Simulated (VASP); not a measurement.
# Rb (Pm-3m) in VASP: a series of runs

Runs on Rb. Level: PBE. Tasks: single point, relaxation of cell and atoms.

Program: VASP 6.6.1. These are calculated values, not measurements. Logs are shortened: lines on timing, memory, paths and dates and some standing lists are left out, and cuts for length are marked.

## 1. The cell of the first run

The structure is cubic, space group Pm-3m (No. 221). Conventional cell: a = 3.555 Å, b = 3.555 Å, c = 3.555 Å, α = 90.00°, β = 90.00°, γ = 90.00°. Rb (site symmetry m-3m) has 6 Rb at 3.55 Å within 4.7 Å.

This isn't the form of Rb at room conditions, which is bcc.

## 2. Single point, PBE

The input, INCAR:

```
ALGO     = Normal         # electronic algorithm
EDIFF    = 1E-6           # SCF threshold, eV
ENCUT    = 520            # plane-wave cutoff, eV
GGA      = PE             # functional
ISIF     = 2              # what is computed and relaxed
ISMEAR   = -1             # smearing method
LASPH    = True           # aspherical terms in the spheres
LCHARG   = True           # write CHGCAR
LELF     = True           # ELF
LREAL    = False          # projectors in reciprocal space
LVHAR    = True         
LWAVE    = False          # write WAVECAR
NBANDS   = 10             # bands
NELM     = 80             # most SCF steps
PREC     = Accurate       # precision mode
SIGMA    = 0.1            # smearing width, eV
```

The input, KPOINTS:

```
k-points
0
Gamma
  11 11 11
```

The input, POSCAR:

```
Rb
1.0
    3.5546752895      0.0000000000      0.0000000000
    0.0000000000      3.5546752895      0.0000000000
    0.0000000000      0.0000000000      3.5546752895
Rb
1
Direct
    0.0000000000      0.0000000000      0.0000000000
```

Potentials or basis: VASP PAW PBE potentials, release 64 (Rb_sv).

Started as:

```bash
$ cat potpaw_PBE.64/Rb_sv/POTCAR > POTCAR
$ mpirun -np 1 vasp_std > vasp.out
```

OUTCAR:

```text
EDIFF = 1E-6
   ENCUT = 520
   GGA = PE
   ISIF = 2
   ISMEAR = -1
   LASPH = True
   LREAL = False
   NELM = 80
   PREC = Accurate

 ion  position               nearest neighbor table
   1  0.000  0.000  0.000-

  LATTYP: Found a simple cubic cell.
 ALAT       =     3.5546752895

  Lattice vectors:

 A1 = (   3.5546752895,   0.0000000000,   0.0000000000)
 A2 = (   0.0000000000,   3.5546752895,   0.0000000000)
 A3 = (   0.0000000000,   0.0000000000,   3.5546752895)

Analysis of symmetry for initial positions (statically):
=====================================================================
 Subroutine PRICEL returns:
 Original cell was already a primitive cell.

 Routine SETGRP: Setting up the symmetry group for a
 simple cubic supercell.

 Subroutine GETGRP returns: Found 48 space group operations
 (whereof 48 operations were pure point group operations)
 out of a pool of 48 trial point group operations.

The static configuration has the point symmetry O_h .

Analysis of symmetry for dynamics (positions and initial velocities):
=====================================================================
 Subroutine PRICEL returns:
 Original cell was already a primitive cell.

 Routine SETGRP: Setting up the symmetry group for a
 simple cubic supercell.

 Subroutine GETGRP returns: Found 48 space group operations
 (whereof 48 operations were pure point group operations)
 out of a pool of 48 trial point group operations.

The dynamic configuration has the point symmetry O_h .

 Subroutine INISYM returns: Found 48 space group operations
 (whereof 48 operations are pure point group operations),
 and found     1 'primitive' translations

----------------------------------------------------------------------------------------

                                     Primitive cell

  volume of cell :      44.9159

  direct lattice vectors                    reciprocal lattice vectors
     3.554675290  0.000000000  0.000000000     0.281319648  0.000000000  0.000000000
     0.000000000  3.554675290  0.000000000     0.000000000  0.281319648  0.000000000
     0.000000000  0.000000000  3.554675290     0.000000000  0.000000000  0.281319648

  length of vectors
     3.554675290  3.554675290  3.554675290     0.281319648  0.281319648  0.281319648

  position of ions in fractional coordinates (direct lattice)
     0.000000000  0.000000000  0.000000000

  ion indices of the primitive-cell ions
   primitive index   ion index
                 1           1

----------------------------------------------------------------------------------------

 KPOINTS: k-points

Automatic generation of k-mesh.
 Grid dimensions read from file:
 generate k-points for:   11   11   11

 Generating k-lattice:

  Cartesian coordinates                     Fractional coordinates (reciprocal lattice)
     0.025574513  0.000000000  0.000000000     0.090909091  0.000000000  0.000000000
     0.000000000  0.025574513  0.000000000     0.000000000  0.090909091  0.000000000
     0.000000000  0.000000000  0.025574513     0.000000000  0.000000000  0.090909091

  Length of vectors
     0.025574513  0.025574513  0.025574513

  Shift w.r.t. Gamma in fractional coordinates (k-lattice)
     0.000000000  0.000000000  0.000000000

 Subroutine IBZKPT returns following result:
 ===========================================

 Found     56 irreducible k-points:

 Following reciprocal coordinates:
            Coordinates               Weight
  0.000000  0.000000  0.000000      1.000000
  0.090909  0.000000  0.000000      6.000000
  0.181818  0.000000  0.000000      6.000000
  0.272727  0.000000  0.000000      6.000000
  0.363636  0.000000  0.000000      6.000000
  0.454545  0.000000  0.000000      6.000000
[... 16 lines left out ...]
  0.181818  0.090909  0.090909     24.000000
  0.272727  0.090909  0.090909     24.000000
 [... further k-points ...]
   k-points           NKPTS =     56   k-points in BZ     NKDIM =     56   number of bands    NBANDS=     10
   number of dos      NEDOS =    301   number of ions     NIONS =      1
   total plane-waves  NPLWV =  21952
   dimension x,y,z NGX =    28 NGY =   28 NGZ =   28
   dimension x,y,z NGXF=    56 NGYF=   56 NGZF=   56
   ions per type =               1
   NGX,Y,Z   is equivalent  to a cutoff of  13.10, 13.10, 13.10 a.u.
   NGXF,Y,Z  is equivalent  to a cutoff of  26.19, 26.19, 26.19 a.u.
 SYSTEM =  unknown system
   PREC   = accura    normal or accurate (medium, high low for compatibility)
   ISTART =      0    job   : 0-new  1-cont  2-samecut
   ICHARG =      2    charge: 1-file 2-atom 10-const
   ISPIN  =      1    spin polarized calculation?
   LNONCOLLINEAR =      F non collinear calculations
   LSORBIT =      F    spin-orbit coupling
   LASPH  =      T    aspherical Exc in radial PAW
   ENCUT  =  520.0 eV  38.22 Ry    6.18 a.u.   6.61  6.61  6.61*2*pi/ulx,y,z
   NELM   =     80;   NELMIN=  2; NELMDL= -5     # of ELM steps
   EDIFF  = 0.1E-05   stopping-criterion for ELM
   LREAL  =      F    real-space projection
[... 7 lines left out ...]
   TEBEG  =    0.0;   TEEND  =   0.0 temperature during run
   PSTRESS=    0.0 pullay stress
   NELECT =       9.0000    total number of electrons
   NUPDOWN=      -1.0000    fix difference up-down
   EMIN   =  10.00;   EMAX   =-10.00  energy-range for DOS
   EFERMI =   0.00;   METHOD = LEGACY
   ISMEAR =    -1;   SIGMA  =   0.10  broadening in eV -4-tet -1-fermi 0-gaus
   EFERMI_NEDOS =   21; number of points for ismear=-14 and -15
   IALGO  =     38    algorithm
   IMIX   =      4    mixing-type and parameters
     AMIX     =   0.40;   BMIX     =  1.00
     AMIX_MAG =   1.60;   BMIX_MAG =  1.00
  volume/ion in A,a.u.               =      44.92       303.11
  Fermi-wavevector in a.u.,A,eV,Ry     =   0.957978  1.810317 12.486375  0.917723
  Thomas-Fermi vector in A             =   2.087045
   LORBIT       =      0    0 simple, 1 ext, 2 COOP (PROOUT), +10 PAW based schemes
   GGA     = PE    functional components
   LHFCALC =     F    Hartree Fock is set to
   AEXX    =    0.0000 exact exchange contribution
   IVDW    =     0    specifies the selected vdW correction
   LEPSILON=     F    determine dielectric tensor
   LRPA    =     F    only Hartree local field effects (RPA)
 non-spin polarized calculation
  energy-cutoff  :      520.00
  volume of cell :       44.92
 maximum number of plane-waves:      1234
 NGX is ok and might be reduce to    28
   NGX = 13   NGY = 13   NGZ = 13

 number of electron       9.0000000 magnetization

 Free energy of the ion-electron system (eV)
  ---------------------------------------------------
  ext. energy  EPLUGINS =         0.00000000
  ---------------------------------------------------
  free energy    TOTEN  =        -0.23049644 eV

  energy without entropy =       -0.18363965  energy(sigma->0) =       -0.20706804

 E-fermi :   2.2193     XC(G=0):  -7.5155

 val. band max:        2.1904658297   @ k =   0.3636   0.2727   0.0909
 cond. band min:       2.2205716630   @ k =   0.4545   0.0000   0.0000
 fundamental gap:      0.0301058333
 Fermi energy:         2.2193000603

 k-point     1 :       0.0000    0.0000    0.0000
  band No.  band energies     occupation
      1     -26.9876      2.00000
      2     -10.5888      2.00000
      3     -10.5888      2.00000
      4     -10.5888      2.00000
      5      -0.5131      2.00000
      6       4.2676      0.00000
      7       4.2676      0.00000
      8      10.6946      0.00000
      9      10.6946      0.00000
     10      10.6946      0.00000

 k-point     2 :       0.0909    0.0000    0.0000
  band No.  band energies     occupation
      1     -26.9797      2.00000
      2     -10.6865      2.00000
      3     -10.5806      2.00000
      4     -10.5806      2.00000
      5      -0.3541      2.00000
      6       4.3282      0.00000
      7       4.3879      0.00000
      8      10.0222      0.00000
      9      10.0222      0.00000
     10      10.7244      0.00000

 k-point     3 :       0.1818    0.0000    0.0000
  band No.  band energies     occupation
      1     -26.9584      2.00000
      2     -10.9369      2.00000
      3     -10.5583      2.00000
      4     -10.5583      2.00000
      5       0.0829      2.00000
      6       4.5007      0.00000
      7       4.6355      0.00000
      8       9.0718      0.00000
      9       9.0718      0.00000
     10      10.4203      0.00000

 k-point     4 :       0.2727    0.0000    0.0000
  band No.  band energies     occupation
      1     -26.9302      2.00000
      2     -11.2428      2.00000
      3     -10.5289      2.00000
      4     -10.5289      2.00000
      5       0.7142      2.00000
      6       4.6589      0.00000
      7       4.7536      0.00000
      8       8.2683      0.00000
      9       8.2683      0.00000
     10      10.1995      0.00000
[... 222 lines left out ...]
 k-point    22 :       0.0909    0.0909    0.0909
  band No.  band energies     occupation
      1     -26.9640      2.00000
      2     -10.6885      2.00000
      3     -10.6586      2.00000
      4     -10.6586      2.00000
      5      -0.0435      2.00000
      6       4.5432      0.00000
      7       4.5432      0.00000
      8       8.9853      0.00000
      9       9.7062      0.00000
     10       9.7062      0.00000

 k-point    23 :       0.1818    0.0909    0.0909
  band No.  band energies     occupation
      1     -26.9428      2.00000
      2     -10.9173      2.00000
      3     -10.6518      2.00000
      4     -10.6351      2.00000
      5       0.3779      2.00000
      6       4.7095      0.00000
      7       4.8051      0.00000
      8       8.2324      0.00000
      9       8.6942      0.00000
     10       9.7749      0.00000

 k-point    24 :       0.2727    0.0909    0.0909
  band No.  band energies     occupation
      1     -26.9148      2.00000
      2     -11.2184      2.00000
      3     -10.6201      2.00000
      4     -10.6040      2.00000
      5       0.9836      1.99999
      6       4.7784      0.00000
      7       4.9602      0.00000
      8       7.8156      0.00000
      9       7.8451      0.00000
     10       9.9453      0.00000

 [... further k-points ...]
[... 5 lines left out ...]
  --------------------------------------------------------------------------------------
  -------------------------------------------------------------------------------------
  Total        1.7452124      1.7452124      1.7452124     -0.0000000      0.0000000     -0.0000000
  in kB       62.2528256     62.2528256     62.2528256     -0.0000000      0.0000000     -0.0000000
  external PRESSURE =      62.2528256 kB  Pullay stress =       0.0000000 kB

 VOLUME and BASIS-vectors are now :
 -----------------------------------------------------------------------------
  energy-cutoff  :      520.00
  volume of cell :       44.92
      direct lattice vectors                 reciprocal lattice vectors
     3.554675290  0.000000000  0.000000000     0.281319648  0.000000000  0.000000000
     0.000000000  3.554675290  0.000000000     0.000000000  0.281319648  0.000000000
     0.000000000  0.000000000  3.554675290     0.000000000  0.000000000  0.281319648

 POSITION                                       TOTAL-FORCE (eV/Angst)
 -----------------------------------------------------------------------------------
      0.00000      0.00000      0.00000         0.000000      0.000000      0.000000
 -----------------------------------------------------------------------------------
    total drift:                               -0.000000      0.000000     -0.000000

  FREE ENERGIE OF THE ION-ELECTRON SYSTEM (eV)
  ---------------------------------------------------
  free  energy   TOTEN  =        -0.2304964395 eV

  energy  without entropy=       -0.1836396482  energy(sigma->0) =       -0.20706804
```

Run time: 28 s. Hardware: 1 thread of Intel Xeon 8259CL, shared host; peak memory 0.17 GiB.

Results:

| Item | Value |
| --- | --- |
| Free energy | -0.2305 eV |
| Pressure | 6.2 GPa |
| Band gap on the k mesh | zero (an odd number of electrons rules out a gap without spin polarisation) |

Caveat: the cell stands under pressure.

## 3. Single point, PBE

The input, INCAR:

```
PREC = Accurate
ENCUT = 520
EDIFF = 1E-6
ISMEAR = -1
SIGMA = 0.1
LREAL = False
LASPH = True
NELM = 80
ALGO = Normal
ISIF = 2
LWAVE = False
LCHARG = False
GGA = PE
NBANDS = 10
```

The input, KPOINTS:

```
Automatic mesh
0
Gamma
  11 11 11
```

The input, POSCAR:

```
Rb
1.0
    3.5546752896      0.0000000000      0.0000000000
    0.0000000000      3.5546752896      0.0000000000
    0.0000000000      0.0000000000      3.5546752896
Rb
1
Direct
    0.0000000000      0.0000000000      0.0000000000
```

Potentials or basis: VASP PAW PBE potentials, release 64 (Rb_sv).

Started as:

```bash
$ cat potpaw_PBE.64/Rb_sv/POTCAR > POTCAR
$ mpirun -np 1 vasp_std > vasp.out
```

It took 27 s on 1 thread of Intel Xeon 8259CL, shared host; peak memory 0.16 GiB.

Results (log left out):

```yaml
Free_energy: -0.2305 eV
Pressure: 6.2 GPa
Band_gap_on_the_k_mesh: zero (an odd number of electrons rules out a gap without spin polarisation)
```

Levels at points of the mesh, in eV from the Fermi level:
```tsv
k point	band 2	band 3	band 4	band 5	band 6	band 7	band 8	band 9
(0.00, 0.00, 0.00)	-12.81	-12.81	-12.81	-2.73	2.05	2.05	8.48	8.48
```

Caveat: the cell stands under pressure.

## 4. Relaxation of cell and atoms, PBE, target pressure 6.2 GPa, at which the enthalpy is minimised

The input, INCAR:

```
SYSTEM = Rb
  PREC = Accurate
  ENCUT = 600
  EDIFF = 1E-7
  ISMEAR = -1
  SIGMA = 0.1
  LREAL = .False.
  LASPH = .True.
  NELM = 100
  ALGO = Normal
  ISIF = 3
  LWAVE = .False.
  LCHARG = .False.
  GGA = PE
  IBRION = 2
  NSW = 32
  EDIFFG = -0.005
  PSTRESS = 62.0
```

The input, KPOINTS:

```
regular mesh
0
Gamma
  11 11 11
  0 0 0
```

POSCAR is that of step 3.

Started as:

```bash
$ cat potpaw_PBE.64/Rb_sv/POTCAR > POTCAR
$ mpirun -np 1 vasp_std > vasp.out
```

It took 44 s on 1 thread of Intel Xeon 8259CL, shared host; peak memory 0.17 GiB.

The run converged. Its results:

* Free energy: -0.2328 eV
* Relaxed volume: 44.97 Å³/atom
* Relaxed cell: a = 3.556 Å, b = 3.556 Å, c = 3.556 Å, α = 90.00°, β = 90.00°, γ = 90.00°
* Space group after relaxing (to 0.1 Å): Pm-3m (No. 221)
* Energy change on relaxing (the run minimises the enthalpy): -2.2 meV/atom
* Ionic steps: 2
* Pressure after relaxing: 6.2 GPa
* Band gap on the k mesh: zero (an odd number of electrons rules out a gap without spin polarisation)

The path:
```csv
step,energy change (eV),largest force (eV/Å),pressure (GPa),volume (Å³)
1,0.0000,0.0000,6.23,44.92
2,-0.0022,0.0000,6.21,44.97
```

Final structure:
```yaml
crystal:
  lattice:
    - [3.55619, 0.00000, 0.00000]
    - [0.00000, 3.55619, 0.00000]
    - [0.00000, 0.00000, 3.55619]
  atoms:
    - { symbol: Rb, position: [0.00000, 0.00000, 0.00000] }
```

Levels at points of the mesh, in eV from the Fermi level:
```tsv
k point	band 1	band 2	band 3	band 4	band 5	band 6	band 7	band 8
(0.00, 0.00, 0.00)	-29.21	-12.81	-12.81	-12.81	-2.73	2.05	2.05	8.47
```

Caveat: the cell is relaxed towards a set pressure, so the run minimises the enthalpy, not the energy.

## 5. Relaxation of cell and atoms, PBE, target pressure 6.2 GPa, at which the enthalpy is minimised

This run uses another cell than the first one, of 46.98 Å³/atom.

The input, INCAR:

```
SYSTEM = Rb
ALGO = Normal
EDIFF = 1E-7
EDIFFG = -0.005
ENCUT = 600
GGA = PE
IBRION = 2
ISIF = 3
ISMEAR = -1
LASPH = .TRUE.
LCHARG = .FALSE.
LREAL = .FALSE.
LWAVE = .FALSE.
NELM = 80
NSW = 60
PREC = Accurate
PSTRESS = 62.0
SIGMA = 0.1
```

The input, KPOINTS:

```
k-points
0
G
  11 11 11
  0 0 0
```

The input, POSCAR:

```
Rb
1.0
    3.6083892570      0.0000000000      0.0000000000
    0.0000000000      3.6083892570      0.0000000000
    0.0000000000      0.0000000000      3.6083892570
Rb
1
Direct
    0.0000000000      0.0000000000      0.0000000000
```

Started as:

```bash
$ cat potpaw_PBE.64/Rb_sv/POTCAR > POTCAR
$ mpirun -np 1 vasp_std > vasp.out
```

Run time: 86 s. Hardware: 1 thread of Intel Xeon 8259CL, shared host; peak memory 0.18 GiB.

The run converged. Its results:

```yaml
Free_energy: -0.2352 eV
Relaxed_volume: 45.04 Å³/atom
Relaxed_cell: a = 3.558 Å, b = 3.558 Å, c = 3.558 Å, α = 90.00°, β = 90.00°, γ = 90.00°
Space_group_after_relaxing_to_0.1_Å: Pm-3m (No. 221)
Energy_change_on_relaxing_the_run_minimises_the_enthalpy: +71.4 meV/atom
Ionic_steps: 3
Pressure_after_relaxing: 6.2 GPa
Band_gap_on_the_k_mesh: zero (an odd number of electrons rules out a gap without spin polarisation)
```

Step by step:
```
step  energy change (eV)  largest force (eV/Å)  pressure (GPa)  volume (Å³)
   1              0.0000                0.0000            5.56        46.98
   2              0.0452                0.0000            5.96        45.73
   3              0.0714                0.0000            6.19        45.04
```

Final structure:
```
Rb
1.0
     3.55782    0.00000    0.00000
     0.00000    3.55782    0.00000
     0.00000    0.00000    3.55782
Rb
1
Direct
  0.00000 0.00000 0.00000
```

Levels at points of the mesh, in eV from the Fermi level:
| k point | band 1 | band 2 | band 3 | band 4 | band 5 | band 6 | band 7 | band 8 |
| --- | --- | --- | --- | --- | --- | --- | --- | --- |
| (0.00, 0.00, 0.00) | -29.21 | -12.81 | -12.81 | -12.81 | -2.73 | 2.05 | 2.05 | 8.46 |

Caveat: the cell is relaxed towards a set pressure, so the run minimises the enthalpy, not the energy.

## 6. Summary

```csv
task,cell,cutoff (eV),gap on the mesh (eV),pressure (GPa)
single point,"a = 3.555 Å, 1 atom",520,none,6.2
relaxation of cell and atoms,"relaxed to 6.2 GPa from a = 3.555 Å, 1 atom",600,none,6.2
relaxation of cell and atoms,"relaxed to 6.2 GPa from a = 3.608 Å, 1 atom",600,none,6.2
```

Alike in all rows: level PBE; potentials or basis VASP PAW PBE potentials, release 64 (Rb_sv); no spin polarisation; k mesh 11 × 11 × 11; smearing fermi-dirac 0.1 eV.

Caveats: the cell is relaxed towards a set pressure, so the run minimises the enthalpy, not the energy (at least some runs); the cell stands under pressure (at least some runs).

Absolute energies hang on the potentials; compare differences alone.

The gap in the log of VASP goes by the Fermi energy; the results here count the filled bands.